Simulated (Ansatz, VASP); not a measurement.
Te: VASP beside Ansatz

Contents of POSCAR:

```
Te
1.0
    4.4540000000      0.0000000000      0.0000000000
   -2.2270000000      3.8572771485      0.0000000000
    0.0000000000      0.0000000000      5.9240000000
Te
3
Direct
    0.7310000000      0.7310000000      0.0000000000
    0.0000000000      0.2690000000      0.6666666667
    0.2690000000      0.0000000000      0.3333333333
```

The input INCAR.step1:

```
  PREC = Accurate
  ENCUT = 520
  EDIFF = 1E-5
  ISMEAR = -1
  SIGMA = 0.05
  LREAL = False
  LASPH = True
  NELM = 60
  ALGO = Normal
  ISIF = 2
  LWAVE = True
  LCHARG = False
  GGA = PE
  NBANDS = 16
```

INCAR.step2

```
  PREC = Accurate
  ENCUT = 520
  EDIFF = 1E-7
  ISMEAR = -1
  SIGMA = 0.05
  LREAL = False
  LASPH = True
  NELM = 60
  ALGO = Normal
  ISIF = 2
  LWAVE = False
  LCHARG = False
  GGA = B3
  LHFCALC = True
  AEXX = 0.2
  AGGAX = 0.72
  AGGAC = 0.81
  ALDAC = 0.19
  PRECFOCK = Normal
  ISTART = 1
  NBANDS = 16
```

The input KPOINTS:

```
regular mesh
0
Gamma
  4 4 3
```

input.yaml

```yaml
crystal:
  lattice:
    - [4.454, 0.0, 0.0]
    - [-2.227, 3.8572771485, 0.0]
    - [0.0, 0.0, 5.924]
  atoms:
    - { symbol: Te, position: [0.731, 0.731, 0.0] }
    - { symbol: Te, position: [0.0, 0.269, 0.6666666667] }
    - { symbol: Te, position: [0.269, 0.0, 0.3333333333] }
hamiltonian:
  xc: b3lyp
  pseudopotentials: { kind: paw }
kpoints:
  mp_grid: { grid: [4, 4, 3] }
  band_path:
    path:
      - [[0.0, 0.0, 0.0], [0.5, 0.0, 0.0], [0.3333333333, 0.3333333333, 0.0], [0.0, 0.0, 0.0], [0.0, 0.0, 0.5], [0.5, 0.0, 0.5], [0.3333333333, 0.3333333333, 0.5], [0.0, 0.0, 0.5]]
      - [[0.5, 0.0, 0.5], [0.5, 0.0, 0.0]]
      - [[0.3333333333, 0.3333333333, 0.0], [0.3333333333, 0.3333333333, 0.5]]
    npoints: 4
scf:
  occupations: { method: fermi_dirac, width: 0.05 }
  n_extra_bands: 7
output:
  forces: true
  stress: true
  eigenvalues: true
  fatbands: false
```

Alike in both runs: functional B3LYP; k mesh 4 × 4 × 3; occupations fermi-dirac, width 0.05 eV; no spin polarisation.

|  | VASP | Ansatz |
| --- | --- | --- |
| version | VASP 6.6.1 | Ansatz 0.2.0 |
| potentials or method | VASP PAW PBE potentials, release 64 (Te) | Ansatz PAW |
| plane-wave cutoff (eV) | 520 | 420 |
| valence electrons in the cell | 18 | 48 |
| task | single point | band structure |

Ansatz gave:

| Quantity | Value |
| --- | --- |
| pressure (GPa) | 3.3 |
| traceless stress, the component that is largest in VASP (GPa) | -0.62 |
| rms of the force components (eV/Å) | 0.144 |

Question: Which values does VASP return?

Answer: Pressure (GPa): 3.1; traceless stress, the component that is largest in VASP (GPa): -0.65; rms of the force components (eV/Å): 0.124.

VASP's potentials were made for PBE, not for B3LYP. Atom by atom the forces differ by 0.020 eV/Å (rms over components). VASP's potentials hold 18 valence electrons a cell and Ansatz's 48, so a difference there can come from the potentials and not from the codes.

Spin-orbit coupling is off throughout.
